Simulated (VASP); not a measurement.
KI (zincblende type):

```
K I
1.0
     0.00000    3.21951    3.21951
     3.21951    0.00000    3.21951
     3.21951    3.21951    0.00000
K I
1 1
Direct
  0.00000 0.00000 0.00000
  0.25000 0.25000 0.25000
```

- Program: VASP 6.6.1
- Task: relaxation of cell and atoms
- Functional: PBE
- Potentials or basis: VASP PAW PBE potentials, release 64 (K_sv, I)
- Cutoff: 600 eV
- k mesh: 9 × 9 × 9
- Occupations: fermi-dirac, width 0.03 eV
- Spin: no spin polarisation

At the start: pressure 20.5 GPa; volume 33.37 Å³/atom.

Question: Where does the relaxation end?

Answer: Over 24 steps the energy falls by 1078.2 meV/atom and the volume is 63.93 Å³/atom (+91.6 %); space group F-43m (No. 216, to 0.05 Å).

Step by step:
```csv
step,energy change (eV),largest force (eV/Å),pressure (GPa),volume (Å³)
1,0.0000,0.0000,20.47,66.74
2,-2.1322,0.0000,0.78,116.98
3,-2.1484,0.0000,0.42,121.33
4,-2.1551,0.0000,-0.13,130.35
5,-2.1563,0.0000,-0.02,128.02
6,-2.1561,0.0000,0.07,126.53
7,-2.1561,0.0000,0.07,126.53
8,-2.1561,0.0000,0.08,126.54
9,-2.1561,0.0000,0.07,126.54
10,-2.1561,0.0000,0.07,126.54
11,-2.1561,0.0000,0.07,126.54
12,-2.1561,0.0000,0.07,126.54
13,-2.1561,0.0000,0.07,126.54
14,-2.1561,0.0000,0.07,126.54
15,-2.1561,0.0000,0.07,126.54
16,-2.1561,0.0000,0.07,126.55
17,-2.1561,0.0000,0.08,126.56
18,-2.1561,0.0000,0.07,126.58
19,-2.1561,0.0000,0.07,126.63
20,-2.1562,0.0000,0.07,126.72
21,-2.1562,0.0000,0.07,126.90
22,-2.1563,0.0000,0.08,127.27
23,-2.1563,0.0000,-0.02,128.01
24,-2.1563,0.0000,-0.01,127.85
```

Final structure:
```yaml
crystal:
  lattice:
    - [0.00000, 3.99847, 3.99847]
    - [3.99847, 0.00000, 3.99847]
    - [3.99847, 3.99847, 0.00000]
  atoms:
    - { symbol: K, position: [0.00000, 0.00000, 0.00000] }
    - { symbol: I, position: [0.25000, 0.25000, 0.25000] }
```

Caveat: the volume moved by over 15 % at a fixed basis, so the end points are rough.
